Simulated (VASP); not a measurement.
# Be in VASP: further runs

The runs below take Be through electric field gradients, with PBEsol.

Program: VASP 6.6.1. These are calculated values, not measurements. Logs are shortened: lines on timing, memory, paths and dates and some standing lists are left out, and cuts for length are marked.

### 1 The cell of the first run

The structure is monoclinic, space group C2/m (No. 12). Conventional cell: a = 5.246 Å, b = 5.352 Å, c = 2.282 Å, α = 90.00°, β = 91.63°, γ = 90.00°. Be (site symmetry m) has 13 Be at 2.13 to 2.72 Å within 2.8 Å. Within 2.9 Å of Be (site symmetry 2) lie 13 Be at 2.17 to 2.67 Å.

### 2 Electric field gradients, PBEsol (equal xy, yz and zx shear strains of -2 %)

INCAR

```
SYSTEM = Be
ALGO = Normal
EDIFF = 1E-8
ENCUT = 520
GGA = PS
ISIF = 2
ISMEAR = -1
LASPH = .TRUE.
LCHARG = .FALSE.
LEFG = .TRUE.
LREAL = .FALSE.
LWAVE = .FALSE.
NBANDS = 12
NELM = 100
PREC = Accurate
SIGMA = 0.05
```

KPOINTS

```
k-points
0
G
  9 9 14
  0 0 0
```

POSCAR

```
Be
1.0
    3.7468140000     -0.0374681400     -0.0374681400
   -0.0374681400      3.7468140000     -0.0374681400
   -0.0228128000     -0.0228128000      2.2812800000
Be
4
Direct
    0.2974080000      0.2974080000      0.0000000000
    0.7025920000      0.7025920000      0.0000000000
    0.2025920000      0.7974080000      0.5000000000
    0.7974080000      0.2025920000      0.5000000000
```

Potentials or basis: VASP PAW PBE potentials, release 64 (Be).

Run with:

```sh
> cat potpaw_PBE.64/Be/POTCAR > POTCAR
> mpirun -np 1 vasp_std > vasp.out
```

OUTCAR:

```text
SYSTEM = Be
   EDIFF = 1E-8
   ENCUT = 520
   GGA = PS
   ISIF = 2
   ISMEAR = -1
   LASPH = .TRUE.
   LREAL = .FALSE.
   NELM = 100
   PREC = Accurate

 ion  position               nearest neighbor table
   1  0.297  0.297  0.000-   2 2.13   3 2.19   4 2.19   3 2.21   4 2.21   4 2.24   3 2.24   3 2.24
                             4 2.24
   2  0.703  0.703  0.000-   1 2.13   3 2.19   4 2.19   4 2.21   3 2.21   3 2.24   4 2.24   3 2.24
                             4 2.24
   3  0.203  0.797  0.500-   4 2.17   1 2.19   2 2.19   1 2.21   2 2.21   2 2.24   1 2.24   1 2.24
                             2 2.24
   4  0.797  0.203  0.500-   3 2.17   1 2.19   2 2.19   2 2.21   1 2.21   1 2.24   2 2.24   1 2.24
                             2 2.24

  LATTYP: Found a base centered monoclinic cell.
 ALAT       =     6.8545210584
 B/A-ratio  =     0.7807668954
 C/A-ratio  =     0.3328471964
 COS(beta)  =    -0.6439411169

  Lattice vectors:

 A1 = (  -3.7240012000,   0.0602809400,  -2.2438118600)
 A2 = (   0.0602809400,  -3.7240012000,  -2.2438118600)
 A3 = (  -0.0228128000,  -0.0228128000,   2.2812800000)

Analysis of symmetry for initial positions (statically):
=====================================================================
 Subroutine PRICEL returns:
 Original cell was already a primitive cell.

 Routine SETGRP: Setting up the symmetry group for a
 base centered monoclinic supercell.

 Subroutine GETGRP returns: Found  4 space group operations
 (whereof  4 operations were pure point group operations)
 out of a pool of  4 trial point group operations.

The static configuration has the point symmetry C_2h.

Analysis of symmetry for dynamics (positions and initial velocities):
=====================================================================
 Subroutine PRICEL returns:
 Original cell was already a primitive cell.

 Routine SETGRP: Setting up the symmetry group for a
 base centered monoclinic supercell.

 Subroutine GETGRP returns: Found  4 space group operations
 (whereof  4 operations were pure point group operations)
 out of a pool of  4 trial point group operations.

The dynamic configuration has the point symmetry C_2h.

 Subroutine INISYM returns: Found  4 space group operations
 (whereof  4 operations are pure point group operations),
 and found     1 'primitive' translations

----------------------------------------------------------------------------------------

                                     Primitive cell

  volume of cell :      32.0163

  direct lattice vectors                    reciprocal lattice vectors
     3.746814000 -0.037468140 -0.037468140     0.266947348  0.002696438  0.002696438
    -0.037468140  3.746814000 -0.037468140     0.002696438  0.266947348  0.002696438
    -0.022812800 -0.022812800  2.281280000     0.004428676  0.004428676  0.438438973

  length of vectors
     3.747188663  3.747188663  2.281508117     0.266974583  0.266974583  0.438483705

  position of ions in fractional coordinates (direct lattice)
     0.297408000  0.297408000  1.000000000
     0.702592000  0.702592000  1.000000000
     0.202592000  0.797408000  0.500000000
     0.797408000  0.202592000  0.500000000

  ion indices of the primitive-cell ions
   primitive index   ion index
                 1           1
                 2           2
                 3           3
                 4           4

----------------------------------------------------------------------------------------

 KPOINTS: k-points

Automatic generation of k-mesh.
 Grid dimensions read from file:
 generate k-points for:    9    9   14

 Generating k-lattice:

  Cartesian coordinates                     Fractional coordinates (reciprocal lattice)
     0.029660816  0.000299604  0.000299604     0.111111111 -0.000000000 -0.000000000
     0.000299604  0.029660816  0.000299604    -0.000000000  0.111111111 -0.000000000
     0.000316334  0.000316334  0.031317070     0.000000000  0.000000000  0.071428571

[... 51 lines left out ...]
   LNONCOLLINEAR =      F non collinear calculations
   LSORBIT =      F    spin-orbit coupling
   LASPH  =      T    aspherical Exc in radial PAW
   ENCUT  =  520.0 eV  38.22 Ry    6.18 a.u.   6.97  6.97  4.24*2*pi/ulx,y,z
   NELM   =    100;   NELMIN=  2; NELMDL= -5     # of ELM steps
   EDIFF  = 0.1E-07   stopping-criterion for ELM
   LREAL  =      F    real-space projection
   EDIFFG = 0.1E-06   stopping-criterion for IOM
   NSW    =      0    number of steps for IOM
   IBRION =     -1    ionic relax: 0-MD 1-quasi-New 2-CG
   NFREE  =      0    steps in history (QN), initial steepest desc. (CG)
   ISIF   =      2    stress and relaxation
   ISYM   =      2    0-nonsym 1-usesym 2-fastsym
   POTIM  = 0.5000    time-step for ionic-motion
   TEBEG  =    0.0;   TEEND  =   0.0 temperature during run
   PSTRESS=    0.0 pullay stress
   NELECT =       8.0000    total number of electrons
   NUPDOWN=      -1.0000    fix difference up-down
   EMIN   =  10.00;   EMAX   =-10.00  energy-range for DOS
   EFERMI =   0.00;   METHOD = LEGACY
   ISMEAR =    -1;   SIGMA  =   0.05  broadening in eV -4-tet -1-fermi 0-gaus
   EFERMI_NEDOS =   21; number of points for ismear=-14 and -15
   IALGO  =     38    algorithm
   IMIX   =      4    mixing-type and parameters
     AMIX     =   0.40;   BMIX     =  1.00
     AMIX_MAG =   1.60;   BMIX_MAG =  1.00
  volume/ion in A,a.u.               =       8.00        54.01
  Fermi-wavevector in a.u.,A,eV,Ry     =   1.031132  1.948557 14.466166  1.063233
  Thomas-Fermi vector in A             =   2.165265
   LORBIT       =      0    0 simple, 1 ext, 2 COOP (PROOUT), +10 PAW based schemes
   GGA     = PS    functional components
   LHFCALC =     F    Hartree Fock is set to
   AEXX    =    0.0000 exact exchange contribution
   IVDW    =     0    specifies the selected vdW correction
   LEPSILON=     F    determine dielectric tensor
   LRPA    =     F    only Hartree local field effects (RPA)
 non-spin polarized calculation
  energy-cutoff  :      520.00
  volume of cell :       32.02
 maximum number of plane-waves:       874
   NGX = 13   NGY = 13   NGZ =  9

 number of electron       8.0000000 magnetization

 Free energy of the ion-electron system (eV)
  ---------------------------------------------------
  ext. energy  EPLUGINS =         0.00000000
  ---------------------------------------------------
  free energy    TOTEN  =       -15.75639227 eV

  energy without entropy =      -15.75174394  energy(sigma->0) =      -15.75406811

 E-fermi :   6.7809     XC(G=0): -10.5660

 val. band max:        6.7764656301   @ k =  -0.1111  -0.1111   0.2857
 cond. band min:       6.7923824044   @ k =  -0.1111   0.1111   0.0000
 fundamental gap:      0.0159167744
 Fermi energy:         6.7808507123

 k-point     1 :       0.0000    0.0000    0.0000
  band No.  band energies     occupation
      1      -4.3602      2.00000
      2       1.8142      2.00000
      3       2.3788      2.00000
      4       5.7753      2.00000
      5       5.7939      2.00000
      6      11.2925      0.00000
      7      11.9694      0.00000
      8      14.1433      0.00000
      9      16.0154      0.00000
     10      17.3846      0.00000
     11      22.8184      0.00000
     12      22.8404      0.00000
[... 331 lines left out ...]
 k-point    24 :       0.4444    0.4444    0.0000
  band No.  band energies     occupation
      1      -1.1638      2.00000
      2      -0.4457      2.00000
      3      -0.4035      2.00000
      4       0.6367      2.00000
      5      14.1553      0.00000
      6      14.8590      0.00000
      7      15.5019      0.00000
      8      16.7781      0.00000
      9      18.4402      0.00000
     10      19.6987      0.00000
     11      20.0035      0.00000
     12      20.2924      0.00000

 [... further k-points ...]
[... 5 lines left out ...]
  --------------------------------------------------------------------------------------
  -------------------------------------------------------------------------------------
  Total       -0.0380531     -0.0380531     -0.3027724      0.5144664      0.6598279      0.6598279
  in kB       -1.9042718     -1.9042718    -15.1514825     25.7451783     33.0194305     33.0194300
  external PRESSURE =      -6.3200087 kB  Pullay stress =       0.0000000 kB

 VOLUME and BASIS-vectors are now :
 -----------------------------------------------------------------------------
  energy-cutoff  :      520.00
  volume of cell :       32.02
      direct lattice vectors                 reciprocal lattice vectors
     3.746814000 -0.037468140 -0.037468140     0.266947348  0.002696438  0.002696438
    -0.037468140  3.746814000 -0.037468140     0.002696438  0.266947348  0.002696438
    -0.022812800 -0.022812800  2.281280000     0.004428676  0.004428676  0.438438973

 POSITION                                       TOTAL-FORCE (eV/Angst)
 -----------------------------------------------------------------------------------
      1.10319      1.10319     -0.02229         0.014134      0.014134      0.078656
      2.60616      2.60616     -0.05265        -0.014134     -0.014134     -0.078656
      0.71779      2.96874      1.10317         0.019655     -0.019655      0.000000
      2.96874      0.71779      1.10317        -0.019655      0.019655      0.000000
 -----------------------------------------------------------------------------------
    total drift:                                0.000000      0.000000     -0.000000

  FREE ENERGIE OF THE ION-ELECTRON SYSTEM (eV)
  ---------------------------------------------------
  free  energy   TOTEN  =       -15.7563922740 eV

  energy  without entropy=      -15.7517439393  energy(sigma->0) =      -15.75406811

 Electric field gradients (V/A^2)
---------------------------------------------------------------------
 ion       V_xx      V_yy      V_zz      V_xy      V_xz      V_yz
---------------------------------------------------------------------
   1       0.267     0.267    -0.534    -1.612    -0.195    -0.195
   2       0.267     0.267    -0.534    -1.612    -0.195    -0.195
   3       0.247     0.247    -0.495     1.326    -0.162    -0.162
   4       0.247     0.247    -0.495     1.326    -0.162    -0.162
---------------------------------------------------------------------

 Electric field gradients after diagonalization (V/A^2)
 (convention: |V_zz| > |V_xx| > |V_yy|)
----------------------------------------------------------------------
 ion       V_xx      V_yy      V_zz     asymmetry (V_yy - V_xx)/ V_zz
----------------------------------------------------------------------
   1      -1.430    -0.449     1.879       0.522
   2      -1.430    -0.449     1.879       0.522
   3      -1.079    -0.520     1.599       0.350
   4      -1.079    -0.520     1.599       0.350
----------------------------------------------------------------------

           NMR quadrupolar parameters

 Cq : quadrupolar parameter    Cq=e*Q*V_zz/h
 eta: asymmetry parameters     (V_yy - V_xx)/ V_zz
 Q  : nuclear electric quadrupole moment in mb (millibarn)
----------------------------------------------------------------------
 ion       Cq(MHz)       eta       Q (mb)
----------------------------------------------------------------------
   1       0.005       0.522       1.000
   2       0.005       0.522       1.000
   3       0.004       0.350       1.000
   4       0.004       0.350       1.000
----------------------------------------------------------------------
```

Wall time 39 s (1 thread of Intel Xeon 6975P-C (Granite Rapids), shared host); peak memory 0.2 GiB.

Results:

```
Free energy                             : -15.7564 eV
Pressure                                : -0.6 GPa
Largest force                           : 0.081 eV/Å
Band gap on the k mesh                  : zero (bands 4 and 5 overlap by 1.99 eV)
Largest electric field gradient by atom : Be +1.9, +1.6 (each value once) V/Å²
```

Forces in eV/Å, atoms in the order of the input:
```
Be   0.014  0.014  0.079
Be  -0.014 -0.014 -0.079
Be   0.020 -0.020  0.000
Be  -0.020  0.020  0.000
```

Stress tensor (GPa, compression positive):
```
-0.19  2.57  3.30
 2.57 -0.19  3.30
 3.30  3.30 -1.52
```

Electric field gradients, principal values (V/Å²):
```tsv
atom	least	middle	greatest (by size)
1 Be	-0.449	-1.430	1.879
2 Be	-0.449	-1.430	1.879
3 Be	-0.520	-1.079	1.599
4 Be	-0.520	-1.079	1.599
```

Caveat: the cell differs from its parent crystal (equal xy, yz and zx shear strains of -2 %); without QUAD_EFG the Cq values of the log hold for a quadrupole moment of 1 mb, not for the nuclei; the PAW data sets were made with another functional, which shifts forces and pressure a little.

### 3 Electric field gradients, PBEsol (equal xy, yz and zx shear strains of +1 %)

INCAR

```
PREC = Accurate
ENCUT = 520
EDIFF = 1E-8
ISMEAR = -1
SIGMA = 0.05
LREAL = False
LASPH = True
NELM = 80
ALGO = Normal
ISIF = 2
LWAVE = False
LCHARG = False
GGA = PS
LEFG = True
NBANDS = 12
```

KPOINTS

```
regular mesh
0
Gamma
  9 9 14
```

POSCAR

```
Be
1.0
    3.7468140000      0.0187340700      0.0187340700
    0.0187340700      3.7468140000      0.0187340700
    0.0114064000      0.0114064000      2.2812800000
Be
4
Direct
    0.2974080000      0.2974080000      0.0000000000
    0.7025920000      0.7025920000      0.0000000000
    0.2025920000      0.7974080000      0.5000000000
    0.7974080000      0.2025920000      0.5000000000
```

Potentials or basis: VASP PAW PBE potentials, release 64 (Be).

Run with:

```sh
> cat potpaw_PBE.64/Be/POTCAR > POTCAR
> mpirun -np 1 vasp_std > vasp.out
```

OUTCAR:

```text
PREC = Accurate
   ENCUT = 520
   EDIFF = 1E-8
   ISMEAR = -1
   LREAL = False
   LASPH = True
   NELM = 80
   ISIF = 2
   GGA = PS

 ion  position               nearest neighbor table
   1  0.297  0.297  0.000-   2 2.16   3 2.21   4 2.21   3 2.21   4 2.21   3 2.23   4 2.23   3 2.24
                             4 2.24
   2  0.703  0.703  0.000-   1 2.16   4 2.21   3 2.21   3 2.21   4 2.21   4 2.23   3 2.23   3 2.24
                             4 2.24
   3  0.203  0.797  0.500-   4 2.14   2 2.21   1 2.21   1 2.21   2 2.21   1 2.23   2 2.23   1 2.24
                             2 2.24
   4  0.797  0.203  0.500-   3 2.14   2 2.21   1 2.21   2 2.21   1 2.21   2 2.23   1 2.23   1 2.24
                             2 2.24

  LATTYP: Found a base centered monoclinic cell.
 ALAT       =     5.3254209596
[... 594 lines left out ...]
   1       0.250     0.250    -0.499    -1.388     0.103     0.103
   2       0.250     0.250    -0.499    -1.388     0.103     0.103
   3       0.258     0.258    -0.516     1.553     0.087     0.087
   4       0.258     0.258    -0.516     1.553     0.087     0.087
---------------------------------------------------------------------

 Electric field gradients after diagonalization (V/A^2)
 (convention: |V_zz| > |V_xx| > |V_yy|)
----------------------------------------------------------------------
 ion       V_xx      V_yy      V_zz     asymmetry (V_yy - V_xx)/ V_zz
----------------------------------------------------------------------
   1      -1.169    -0.468     1.637       0.429
   2      -1.169    -0.468     1.637       0.429
   3      -1.294    -0.523     1.817       0.425
   4      -1.294    -0.523     1.817       0.425
----------------------------------------------------------------------

           NMR quadrupolar parameters

 Cq : quadrupolar parameter    Cq=e*Q*V_zz/h
 eta: asymmetry parameters     (V_yy - V_xx)/ V_zz
 Q  : nuclear electric quadrupole moment in mb (millibarn)
----------------------------------------------------------------------
 ion       Cq(MHz)       eta       Q (mb)
----------------------------------------------------------------------
   1       0.004       0.429       1.000
   2       0.004       0.429       1.000
   3       0.004       0.425       1.000
   4       0.004       0.425       1.000
----------------------------------------------------------------------
```

It took 36 s on 1 thread of Intel Xeon 6975P-C (Granite Rapids), shared host; peak memory 0.2 GiB.

Results:

```
Free energy                             : -15.7703 eV
Pressure                                : -0.7 GPa
Largest force                           : 0.034 eV/Å
Band gap on the k mesh                  : zero (bands 4 and 5 overlap by 2.00 eV)
Largest electric field gradient by atom : Be +1.6, +1.8 (each value once) V/Å²
```

Forces in eV/Å, atoms in the order of the input:
```
Be  -0.009 -0.009 -0.031
Be   0.009  0.009  0.031
Be  -0.003  0.003  0.000
Be   0.003 -0.003  0.000
```

Electric field gradients, principal values (V/Å²):
```
atom   least  middle  greatest (by size)
1 Be  -0.468  -1.169               1.637
2 Be  -0.468  -1.169               1.637
3 Be  -0.523  -1.294               1.817
4 Be  -0.523  -1.294               1.817
```

Caveat: the cell differs from its parent crystal (equal xy, yz and zx shear strains of +1 %); without QUAD_EFG the Cq values of the log hold for a quadrupole moment of 1 mb, not for the nuclei; the PAW data sets were made with another functional, which shifts forces and pressure a little.

[end of part 1 of 3]
